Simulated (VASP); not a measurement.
# BeS (I-4m2) in VASP: a series of runs

The runs below take BeS through single point, with PBE, r2SCAN.

Program: VASP 6.6.1. These are calculated values, not measurements. Logs are shortened: lines on timing, memory, paths and dates and some standing lists are left out, and cuts for length are marked.

**1. The cell of the first run**

It takes space group I-4m2 (No. 119, tetragonal). Conventional cell: a = 3.628 Å, b = 3.628 Å, c = 4.655 Å, α = 90.00°, β = 90.00°, γ = 90.00°. Within 2.9 Å of Be (site symmetry -4m2) lie 4 S at 2.16 Å. S (site symmetry -4m2) has 4 Be at 2.16 Å within 2.9 Å.

**2. Single point, PBE (epitaxial xy strain +5.4%)**

Input file INCAR:

```
SYSTEM = BeS
  ALGO = Normal
  EDIFF = 1E-6
  ENCUT = 520
  GGA = PE
  ISIF = 2
  ISMEAR = -1
  LASPH = .TRUE.
  LCHARG = .FALSE.
  LREAL = .FALSE.
  LWAVE = .FALSE.
  NBANDS = 11
  NELM = 80
  PREC = Accurate
  SIGMA = 0.02
```

Input file KPOINTS:

```
k-points
0
G
  10 10 10
  0 0 0
```

Input file POSCAR:

```
BeS
1.0
    0.0000000000      2.5652719055      2.3272799921
    2.5652719055      0.0000000000      2.3272799921
    2.5652719055      2.5652719055      0.0000000000
Be S
1 1
Direct
    0.0000000000      0.0000000000      0.0000000000
    0.2500000000      0.2500000000      0.2500000000
```

Potentials or basis: VASP PAW PBE potentials, release 64 (Be, S).

On the command line:

```sh
> cat potpaw_PBE.64/Be/POTCAR potpaw_PBE.64/S/POTCAR > POTCAR
> mpirun -np 1 vasp_std > vasp.out
```

OUTCAR:

```text
SYSTEM = BeS
   EDIFF = 1E-6
   ENCUT = 520
   GGA = PE
   ISIF = 2
   ISMEAR = -1
   LASPH = .TRUE.
   LREAL = .FALSE.
   NELM = 80
   PREC = Accurate

 ion  position               nearest neighbor table
   1  0.000  0.000  0.000-   2 2.16   2 2.16   2 2.16   2 2.16
   2  0.250  0.250  0.250-   1 2.16   1 2.16   1 2.16   1 2.16

  LATTYP: Found a body centered tetragonal cell.
 ALAT       =     3.6278423199
 C/A-ratio  =     1.2830105539

  Lattice vectors:

 A1 = (   0.0000000000,  -2.5652719055,  -2.3272799921)
 A2 = (   0.0000000000,   2.5652719055,  -2.3272799921)
 A3 = (   2.5652719055,   0.0000000000,   2.3272799921)

Analysis of symmetry for initial positions (statically):
=====================================================================
 Subroutine PRICEL returns:
 Original cell was already a primitive cell.

 Routine SETGRP: Setting up the symmetry group for a
 body centered tetragonal supercell.

 Subroutine GETGRP returns: Found  8 space group operations
 (whereof  8 operations were pure point group operations)
 out of a pool of 16 trial point group operations.

The static configuration has the point symmetry D_2d.

Analysis of symmetry for dynamics (positions and initial velocities):
=====================================================================
 Subroutine PRICEL returns:
 Original cell was already a primitive cell.

 Routine SETGRP: Setting up the symmetry group for a
 body centered tetragonal supercell.

 Subroutine GETGRP returns: Found  8 space group operations
 (whereof  8 operations were pure point group operations)
 out of a pool of 16 trial point group operations.

The dynamic configuration has the point symmetry D_2d.

 Subroutine INISYM returns: Found  8 space group operations
 (whereof  8 operations are pure point group operations),
 and found     1 'primitive' translations

----------------------------------------------------------------------------------------

                                     Primitive cell

  volume of cell :      30.6299

  direct lattice vectors                    reciprocal lattice vectors
     0.000000000  2.565271905  2.327279992    -0.194911112  0.194911112  0.214843079
     2.565271905  0.000000000  2.327279992     0.194911112 -0.194911112  0.214843079
     2.565271905  2.565271905  0.000000000     0.194911112  0.194911112 -0.214843079

  length of vectors
     3.463647227  3.463647227  3.627842320     0.349482806  0.349482806  0.349482806

  position of ions in fractional coordinates (direct lattice)
     0.000000000  0.000000000  0.000000000
     0.250000000  0.250000000  0.250000000

  ion indices of the primitive-cell ions
   primitive index   ion index
[... 86 lines left out ...]
   NUPDOWN=      -1.0000    fix difference up-down
   EMIN   =  10.00;   EMAX   =-10.00  energy-range for DOS
   EFERMI =   0.00;   METHOD = LEGACY
   ISMEAR =    -1;   SIGMA  =   0.02  broadening in eV -4-tet -1-fermi 0-gaus
   EFERMI_NEDOS =   21; number of points for ismear=-14 and -15
   IALGO  =     38    algorithm
   IMIX   =      4    mixing-type and parameters
     AMIX     =   0.40;   BMIX     =  1.00
     AMIX_MAG =   1.60;   BMIX_MAG =  1.00
  volume/ion in A,a.u.               =      15.31       103.35
  Fermi-wavevector in a.u.,A,eV,Ry     =   1.046461  1.977524 14.899474  1.095080
  Thomas-Fermi vector in A             =   2.181300
   LORBIT       =      0    0 simple, 1 ext, 2 COOP (PROOUT), +10 PAW based schemes
   GGA     = PE    functional components
   LHFCALC =     F    Hartree Fock is set to
   AEXX    =    0.0000 exact exchange contribution
   IVDW    =     0    specifies the selected vdW correction
   LEPSILON=     F    determine dielectric tensor
   LRPA    =     F    only Hartree local field effects (RPA)
 non-spin polarized calculation
  energy-cutoff  :      520.00
  volume of cell :       30.63
 maximum number of plane-waves:       845
 NGX is ok and might be reduce to    28
   NGX = 13   NGY = 13   NGZ = 13

 number of electron       8.0000000 magnetization

 Free energy of the ion-electron system (eV)
  ---------------------------------------------------
  ext. energy  EPLUGINS =         0.00000000
  ---------------------------------------------------
  free energy    TOTEN  =        -9.93877308 eV

  energy without entropy =       -9.93877308  energy(sigma->0) =       -9.93877308

 E-fermi :   4.1867     XC(G=0):  -9.4475

 val. band max:        3.7454285263   @ k =   0.0000   0.0000   0.0000
 cond. band min:       6.3369381312   @ k =   0.5000   0.5000   0.0000
 fundamental gap:      2.5915096049
 Fermi energy:         4.1867453342

 k-point     1 :       0.0000    0.0000    0.0000
  band No.  band energies     occupation
      1      -9.7545      2.00000
      2       3.3401      2.00000
      3       3.3401      2.00000
      4       3.7454      2.00000
      5       8.7233      0.00000
      6       9.1314      0.00000
      7       9.2724      0.00000
      8       9.2724      0.00000
      9      15.1628      0.00000
     10      16.8052      0.00000
     11      17.8467      0.00000
[... 309 lines left out ...]
 k-point    24 :       0.4000    0.3000    0.0000
  band No.  band energies     occupation
      1      -8.1546      2.00000
      2      -0.2371      2.00000
      3       1.0907      2.00000
      4       1.0912      2.00000
      5       7.2817      0.00000
      6       8.9070      0.00000
      7      13.2862      0.00000
      8      13.3044      0.00000
      9      17.0676      0.00000
     10      18.2420      0.00000
     11      20.1225      0.00000

 [... further k-points ...]

------------------------ aborting loop because EDIFF is reached ----------------------------------------

  FORCE on cell =-STRESS in cart. coord.  units (eV):
  Direction    XX          YY          ZZ          XY          YZ          ZX
  --------------------------------------------------------------------------------------
  -------------------------------------------------------------------------------------
  Total       -1.3943160     -1.3943160      0.0735475      0.0000000     -0.0000000      0.0000000
  in kB      -72.9333804    -72.9333804      3.8470955      0.0000000     -0.0000000      0.0000000
  external PRESSURE =     -47.3398884 kB  Pullay stress =       0.0000000 kB

 VOLUME and BASIS-vectors are now :
 -----------------------------------------------------------------------------
  energy-cutoff  :      520.00
  volume of cell :       30.63
      direct lattice vectors                 reciprocal lattice vectors
     0.000000000  2.565271905  2.327279992    -0.194911112  0.194911112  0.214843079
     2.565271905  0.000000000  2.327279992     0.194911112 -0.194911112  0.214843079
     2.565271905  2.565271905  0.000000000     0.194911112  0.194911112 -0.214843079

 POSITION                                       TOTAL-FORCE (eV/Angst)
 -----------------------------------------------------------------------------------
      0.00000      0.00000      0.00000        -0.000000     -0.000000      0.000000
      1.28264      1.28264      1.16364         0.000000      0.000000     -0.000000
 -----------------------------------------------------------------------------------
    total drift:                               -0.000000     -0.000000      0.000000

  FREE ENERGIE OF THE ION-ELECTRON SYSTEM (eV)
  ---------------------------------------------------
  free  energy   TOTEN  =        -9.9387730763 eV

  energy  without entropy=       -9.9387730763  energy(sigma->0) =       -9.93877308
```

Wall time 28 s (1 thread of AMD EPYC 7R13, shared host); peak memory 0.17 GiB.

What came out:

```
Free energy            : -9.9388 eV
Pressure               : -4.7 GPa
Band gap on the k mesh : 2.59 eV, indirect (least direct gap 4.98 eV)
```

Stress tensor (GPa, compression positive):
```
-7.29  0.00  0.00
 0.00 -7.29  0.00
 0.00  0.00  0.38
```

Caveat: the cell differs from its parent crystal (epitaxial xy strain +5.4%). A k mesh can miss the band edges.

**3. Single point, r2SCAN (epitaxial xy strain +5.4%)**

POSCAR is that of step 2.

Input file INCAR.step1:

```
PREC = Accurate
ENCUT = 520
ISMEAR = 0
SIGMA = 0.01
LREAL = False
LASPH = True
NELM = 60
NBANDS = 11
GGA = PE
ALGO = Normal
EDIFF = 1E-4
LWAVE = True
LCHARG = False
```

Input file INCAR.step2:

```
PREC = Accurate
ENCUT = 520
EDIFF = 1E-6
ISMEAR = 0
SIGMA = 0.01
LREAL = False
LASPH = True
NELM = 60
ALGO = Normal
ISIF = 2
LWAVE = False
LCHARG = False
METAGGA = R2SCAN
LMIXTAU = True
NBANDS = 11
ISTART = 1
```

Input file KPOINTS:

```
regular mesh
0
Gamma
  10 10 10
```

Potentials or basis: VASP PAW PBE potentials, release 64 (Be, S).

On the command line:

```sh
> cat potpaw_PBE.64/Be/POTCAR potpaw_PBE.64/S/POTCAR > POTCAR
> cp INCAR.step1 INCAR
> mpirun -np 1 vasp_std > vasp.out
> cp INCAR.step2 INCAR
> mpirun -np 1 vasp_std > vasp.out
```

Wall time 1.8 min (1 thread of AMD EPYC 7R13, shared host); peak memory 0.18 GiB.

Results (log left out):

| Item | Value |
| --- | --- |
| Free energy | -14.7079 eV |
| Pressure | -5.1 GPa |
| Band gap on the k mesh | 3.03 eV, indirect (least direct gap 5.74 eV) |

Stress tensor (GPa, compression positive):
```
-7.74  0.00  0.00
 0.00 -7.74  0.00
 0.00  0.00  0.10
```

Levels at points of the mesh, in eV from the valence-band top:
```csv
k point,band 1,band 2,band 3,band 4,band 5,band 6,band 7,band 8,band 9
"(0.00, 0.00, 0.00)",-14.10,-0.42,-0.42,0.00,5.74,6.00,6.11,6.11,11.99
"(0.50, 0.00, 0.00)",-12.60,-5.77,-1.63,-0.85,5.22,6.47,7.67,11.49,14.19
"(0.50, 0.50, 0.00)",-11.84,-4.65,-3.22,-3.22,3.03,4.53,12.97,12.97,16.23
"(0.50, 0.00, 0.50)",-12.24,-5.31,-2.54,-2.39,3.71,5.50,12.38,12.77,14.91
```

Caveat: the cell differs from its parent crystal (epitaxial xy strain +5.4%); the PAW data sets were made with another functional, which shifts forces and pressure a little.
